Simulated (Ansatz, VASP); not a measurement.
Ge: VASP beside Ansatz

File INCAR:

```
SYSTEM = Ge
PREC     = Accurate       ! precision mode
ENCUT    = 520            ! plane-wave cutoff, eV
EDIFF    = 1E-7           ! SCF threshold, eV
ISMEAR   = 0              ! smearing method
SIGMA    = 0.15           ! smearing width, eV
LREAL    = .False.        ! projectors in reciprocal space
LASPH    = .True.         ! aspherical terms in the spheres
NELM     = 100            ! most SCF steps
ALGO     = Normal         ! electronic algorithm
ISIF     = 2              ! what is computed and relaxed
LWAVE    = .False.        ! write WAVECAR
LCHARG   = .True.         ! write CHGCAR
GGA      = PE             ! functional
LELF     = .True.         ! ELF
LVHAR    = .True.       
NBANDS   = 13             ! bands
```

The input KPOINTS:

```
Automatic mesh
0
Gamma
  20 20 18
  0 0 0
```

The input POSCAR:

```
Ge
1.0
    1.3971490000     -2.6005160000      0.0000000000
    1.3971490000      2.6005160000      0.0000000000
    0.0000000000      0.0000000000      2.5633194500
Ge
1
Direct
    0.5000000000      0.5000000000      0.0000000000
```

Input for Ansatz:

```yaml
crystal:
  lattice:
    - [1.397149, -2.600516, 0.0]
    - [1.397149, 2.600516, 0.0]
    - [0.0, 0.0, 2.56331945]
  atoms:
    - { symbol: Ge, position: [0.5, 0.5, 0.0] }
basis:
  ecutwfc: 420
kpoints:
  mp_grid: { grid: [20, 20, 18] }
hamiltonian:
  xc: pbe
scf:
  occupations: { method: gaussian, width: 0.15 }
output:
  forces: true
  stress: true
  eigenvalues: true
```

Change from the starting cell: strain +0.000 along x and y, -0.050 along z, atoms carried along.

Alike in both runs: task single point; functional PBE; k mesh 20 × 20 × 18; occupations gaussian, width 0.15 eV; no spin polarisation.

|  | VASP | Ansatz |
| --- | --- | --- |
| version | VASP 6.6.1 | Ansatz 0.2.0 |
| potentials or method | VASP PAW PBE potentials, release 64 (Ge_d), cutoff 520 eV | scalar-relativistic, plane waves, PAW |
| valence electrons in the cell | 14 | 14 |

|  | VASP | Ansatz | Ansatz less VASP |
| --- | --- | --- | --- |
| gap on the k mesh at the Fermi level (eV) | none | none | - |
| pressure (GPa) | 3.4 | 3.4 | -0.01 |
| traceless stress, the component that is largest in VASP (GPa) | 6.86 | 6.85 | -0.008 |

A gap of «none» marks a metal or a gap that the smearing closes.
